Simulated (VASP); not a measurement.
# AlN (Cc) in VASP: a series of runs, part 2 of 2

VASP 6.6.1. The steps go on from the part before.

**3. Single point, r2SCAN**

POSCAR reads:

```
AlN
1.0
    3.1066984497      0.0000000000      0.0000000000
   -1.5533492249      2.6904797793      0.0000000000
    0.4480707114      0.0000000000      4.9785634599
Al N
2 2
Direct
    0.6619058938      0.3334739903      0.4999775764
    0.3284319034      0.6665260097      0.9999775764
    0.6703874647      0.3311127266      0.8800224236
    0.3392747381      0.6688872734      0.3800224236
```

INCAR.step1 reads:

```
SYSTEM = AlN
ALGO = Normal
EDIFF = 1E-4
ENCUT = 520
GGA = PE
ISMEAR = 0
LASPH = .TRUE.
LCHARG = .FALSE.
LREAL = .FALSE.
LWAVE = .TRUE.
NBANDS = 16
NELM = 100
PREC = Accurate
SIGMA = 0.02
```

INCAR.step2 reads:

```
SYSTEM = AlN
ALGO = Normal
EDIFF = 1E-7
ENCUT = 520
ISIF = 2
ISMEAR = 0
ISTART = 1
LASPH = .TRUE.
LCHARG = .TRUE.
LELF = .TRUE.
LMIXTAU = .TRUE.
LREAL = .FALSE.
LVHAR = .TRUE.
LWAVE = .FALSE.
METAGGA = R2SCAN
NBANDS = 16
NELM = 100
PREC = Accurate
SIGMA = 0.02
```

KPOINTS reads:

```
k-points
0
G
  9 9 6
  0 0 0
```

Potentials or basis: VASP PAW PBE potentials, release 64 (Al, N).

Run with:

```
cat potpaw_PBE.64/Al/POTCAR potpaw_PBE.64/N/POTCAR > POTCAR
cp INCAR.step1 INCAR
mpirun -np 1 vasp_std > vasp.out
cp INCAR.step2 INCAR
mpirun -np 1 vasp_std > vasp.out
```

OUTCAR:

```text
SYSTEM = AlN
   EDIFF = 1E-7
   ENCUT = 520
   ISIF = 2
   ISMEAR = 0
   ISTART = 1
   LASPH = .TRUE.
   LREAL = .FALSE.
   METAGGA = R2SCAN
   NELM = 100
   PREC = Accurate

 ion  position               nearest neighbor table
   1  0.662  0.333  0.500-   4 1.87   4 1.89   3 1.90   4 1.91   2 2.96   2 2.96   2 3.08   2 3.08
                             2 3.19   2 3.19
   2  0.328  0.667  1.000-   3 1.87   3 1.89   4 1.90   3 1.91   1 2.96   1 2.96   1 3.08   1 3.08
                             1 3.19   1 3.19
   3  0.670  0.331  0.880-   2 1.87   2 1.89   1 1.90   2 1.91
   4  0.339  0.669  0.380-   1 1.87   1 1.89   2 1.90   1 1.91

  LATTYP: Found a base centered monoclinic cell.
 ALAT       =     3.1066984497
 B/A-ratio  =     1.7320508075
 C/A-ratio  =     1.6090026299
 COS(beta)  =    -0.0896376995

  Lattice vectors:

 A1 = (  -1.5533492249,   2.6904797793,   0.0000000000)
 A2 = (  -1.5533492248,  -2.6904797793,   0.0000000000)
 A3 = (   0.4480707114,   0.0000000000,   4.9785634599)

Analysis of symmetry for initial positions (statically):
=====================================================================
 Subroutine PRICEL returns:
 Original cell was already a primitive cell.

 Routine SETGRP: Setting up the symmetry group for a
 base centered monoclinic supercell.

 Subroutine GETGRP returns: Found  2 space group operations
 (whereof  1 operations were pure point group operations)
 out of a pool of  4 trial point group operations.

The static configuration has the point symmetry C_1 .
 The point group associated with its full space group is C_1h.

Analysis of symmetry for dynamics (positions and initial velocities):
=====================================================================
 Subroutine PRICEL returns:
 Original cell was already a primitive cell.

 Routine SETGRP: Setting up the symmetry group for a
 base centered monoclinic supercell.

 Subroutine GETGRP returns: Found  2 space group operations
 (whereof  1 operations were pure point group operations)
 out of a pool of  4 trial point group operations.

The dynamic configuration has the point symmetry C_1 .
 The point group associated with its full space group is C_1h.

 Subroutine INISYM returns: Found  2 space group operations
 (whereof  1 operations are pure point group operations),
 and found     1 'primitive' translations

----------------------------------------------------------------------------------------

                                     Primitive cell

  volume of cell :      41.6134

  direct lattice vectors                    reciprocal lattice vectors
     3.106698450  0.000000000  0.000000000     0.321885119  0.185840460 -0.028969661
    -1.553349225  2.690479779  0.000000000     0.000000000  0.371680920  0.000000000
     0.448070711  0.000000000  4.978563460     0.000000000  0.000000000  0.200861154

  length of vectors
     3.106698450  3.106698450  4.998685976     0.372808191  0.371680920  0.200861154

  position of ions in fractional coordinates (direct lattice)
     0.661905894  0.333473990  0.499977576
     0.328431903  0.666526010  0.999977576
     0.670387465  0.331112727  0.880022424
     0.339274738  0.668887273  0.380022424

  ion indices of the primitive-cell ions
   primitive index   ion index
                 1           1
                 2           2
                 3           3
[... 23 lines left out ...]
 Subroutine IBZKPT returns following result:
 ===========================================

 Found    140 irreducible k-points:

 Following reciprocal coordinates:
            Coordinates               Weight
  0.000000  0.000000  0.000000      1.000000
  0.111111 -0.000000  0.000000      4.000000
  0.222222  0.000000  0.000000      4.000000
  0.333333 -0.000000  0.000000      4.000000
  0.444444  0.000000  0.000000      4.000000
  0.000000  0.111111  0.000000      2.000000
[... 16 lines left out ...]
  0.333333  0.333333  0.000000      2.000000
  0.000000  0.444444  0.000000      2.000000
 [... further k-points ...]
   k-points           NKPTS =    140   k-points in BZ     NKDIM =    140   number of bands    NBANDS=     16
   number of dos      NEDOS =    301   number of ions     NIONS =      4
   total plane-waves  NPLWV =  23040
   dimension x,y,z NGX =    24 NGY =   24 NGZ =   40
   dimension x,y,z NGXF=    48 NGYF=   48 NGZF=   80
   ions per type =               2   2
   NGX,Y,Z   is equivalent  to a cutoff of  12.84, 12.84, 13.30 a.u.
   NGXF,Y,Z  is equivalent  to a cutoff of  25.69, 25.69, 26.61 a.u.
 SYSTEM =  AlN
   PREC   = accura    normal or accurate (medium, high low for compatibility)
   ISTART =      1    job   : 0-new  1-cont  2-samecut
   ICHARG =      0    charge: 1-file 2-atom 10-const
   ISPIN  =      1    spin polarized calculation?
   LNONCOLLINEAR =      F non collinear calculations
   LSORBIT =      F    spin-orbit coupling
   LASPH  =      T    aspherical Exc in radial PAW
   ENCUT  =  520.0 eV  38.22 Ry    6.18 a.u.   5.78  5.78  9.29*2*pi/ulx,y,z
   NELM   =    100;   NELMIN=  2; NELMDL=  0     # of ELM steps
   EDIFF  = 0.1E-06   stopping-criterion for ELM
   LREAL  =      F    real-space projection
   EDIFFG = 0.1E-05   stopping-criterion for IOM
   NSW    =      0    number of steps for IOM
   IBRION =     -1    ionic relax: 0-MD 1-quasi-New 2-CG
   NFREE  =      0    steps in history (QN), initial steepest desc. (CG)
   ISIF   =      2    stress and relaxation
   ISYM   =      2    0-nonsym 1-usesym 2-fastsym
   POTIM  = 0.5000    time-step for ionic-motion
   TEBEG  =    0.0;   TEEND  =   0.0 temperature during run
   PSTRESS=    0.0 pullay stress
   NELECT =      16.0000    total number of electrons
   NUPDOWN=      -1.0000    fix difference up-down
   EMIN   =  10.00;   EMAX   =-10.00  energy-range for DOS
   EFERMI =   0.00;   METHOD = LEGACY
   ISMEAR =     0;   SIGMA  =   0.02  broadening in eV -4-tet -1-fermi 0-gaus
   EFERMI_NEDOS =   21; number of points for ismear=-14 and -15
   IALGO  =     38    algorithm
   IMIX   =      4    mixing-type and parameters
     AMIX     =   0.40;   BMIX     =  1.00
     AMIX_MAG =   1.60;   BMIX_MAG =  1.00
  volume/ion in A,a.u.               =      10.40        70.21
  Fermi-wavevector in a.u.,A,eV,Ry     =   1.190430  2.249587 19.281137  1.417124
  Thomas-Fermi vector in A             =   2.326515
   LORBIT       =      0    0 simple, 1 ext, 2 COOP (PROOUT), +10 PAW based schemes
   METAGGA = R2SCAN    functional components
   LHFCALC =     F    Hartree Fock is set to
   AEXX    =    0.0000 exact exchange contribution
   IVDW    =     0    specifies the selected vdW correction
   LEPSILON=     F    determine dielectric tensor
   LRPA    =     F    only Hartree local field effects (RPA)
 non-spin polarized calculation
 Gauss-broadening in eV      SIGMA  =   0.02
  energy-cutoff  :      520.00
  volume of cell :       41.61
 maximum number of plane-waves:      1134
   NGX = 11   NGY = 11   NGZ = 19

 number of electron      15.9999998 magnetization

 Free energy of the ion-electron system (eV)
  ---------------------------------------------------
  ext. energy  EPLUGINS =         0.00000000
  ---------------------------------------------------
  free energy    TOTEN  =       -38.32808154 eV

  energy without entropy =      -38.32808154  energy(sigma->0) =      -38.32808154

 E-fermi :   6.2170     XC(G=0): -11.4222

 val. band max:        6.1248994342   @ k =   0.0000   0.0000   0.0000
 cond. band min:      10.7534349180   @ k =   0.0000   0.0000   0.0000
 fundamental gap:      4.6285354838
 Fermi energy:         6.2169833786

 k-point     1 :       0.0000    0.0000    0.0000
  band No.  band energies     occupation
      1     -10.0492      2.00000
      2      -7.9180      2.00000
      3      -0.1414      2.00000
      4       5.0516      2.00000
      5       5.0927      2.00000
      6       5.5401      2.00000
[... 433 lines left out ...]
      3       0.5454      2.00000
      4       1.7905      2.00000
      5       2.3563      2.00000
      6       3.8884      2.00000
[... 8 lines left out ...]
     15      19.7430      0.00000
     16      22.3397      0.00000

 [... further k-points ...]
[... 5 lines left out ...]
  --------------------------------------------------------------------------------------
  -------------------------------------------------------------------------------------
  Total       -0.6614971     -0.0471896      0.2292361      0.0000000      0.0000000     -2.8082020
  in kB      -25.4686346     -1.8168706      8.8259339      0.0000000      0.0000000   -108.1200028
  external PRESSURE =      -6.1531904 kB  Pullay stress =       0.0000000 kB

 VOLUME and BASIS-vectors are now :
 -----------------------------------------------------------------------------
  energy-cutoff  :      520.00
  volume of cell :       41.61
      direct lattice vectors                 reciprocal lattice vectors
     3.106698450  0.000000000  0.000000000     0.321885119  0.185840460 -0.028969661
    -1.553349225  2.690479779  0.000000000     0.000000000  0.371680920  0.000000000
     0.448070711  0.000000000  4.978563460     0.000000000  0.000000000  0.200861154

 POSITION                                       TOTAL-FORCE (eV/Angst)
 -----------------------------------------------------------------------------------
      1.76237      0.89721      2.48917        -0.006054     -0.002848      0.001427
      0.43305      1.79327      4.97845        -0.006054      0.002848      0.001427
      1.96267      0.89085      4.38125         0.006054     -0.001996     -0.001427
      0.18529      1.79963      1.89197         0.006054      0.001996     -0.001427
 -----------------------------------------------------------------------------------
    total drift:                               -0.000560      0.000004     -0.007141

  FREE ENERGIE OF THE ION-ELECTRON SYSTEM (eV)
  ---------------------------------------------------
  free  energy   TOTEN  =       -38.3280815353 eV

  energy  without entropy=      -38.3280815353  energy(sigma->0) =      -38.32808154
```

Run time: 3.3 min. Hardware: 1 thread of Intel Xeon 6975P-C, shared host; peak memory 0.22 GiB.

What came out:

| Item | Value |
| --- | --- |
| Free energy | -38.3281 eV |
| Pressure | -0.6 GPa |
| Largest force | 0.007 eV/Å |
| Band gap on the k mesh | 4.63 eV, direct |

Forces on the atoms (eV/Å):
```
Al  -0.006 -0.003  0.001
Al  -0.006  0.003  0.001
N    0.006 -0.002 -0.001
N    0.006  0.002 -0.001
```

Caveat: the PAW data sets were made with another functional, which shifts forces and pressure a little. A k mesh can miss the band edges.
